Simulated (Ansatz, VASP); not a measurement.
**One calculation of ZnS3, two programs**

```
CELL_PARAMETERS angstrom
3.24236 0.00000 0.00000
0.00000 3.24236 0.00000
0.00000 0.00000 6.12894
ATOMIC_POSITIONS crystal
Zn 0.50000 0.50000 0.50000
S 0.00000 0.00000 0.72959
S 0.00000 0.00000 0.27041
S 0.50000 0.50000 0.00000
```

Change from the starting cell: species swapped into the MnFe3 type (P4/mmm, No. 123).

Alike in both runs: functional PBE; k mesh 6 × 6 × 4; occupations gaussian, width 0.1 eV; no spin polarisation.

Ansatz relaxed the structure, and its values are those at the end. VASP's run is a single point on that final structure, the one shown.

```csv
,VASP,Ansatz
version,VASP 6.6.1,Ansatz 0.2.0
potentials or method,"VASP PAW PBE potentials, release 64 (Zn, S), cutoff 520 eV","scalar-relativistic, plane waves, PAW"
valence electrons in the cell,30,30
```

```tsv
	VASP	Ansatz	Ansatz less VASP
gap on the k mesh at the Fermi level (eV)	none	none	-
pressure (GPa)	0.0	0.0	+0.03
rms of the force components (eV/Å)	0.003	0.005	+0.0024
```

A gap of «none» marks a metal or a gap that the smearing closes.
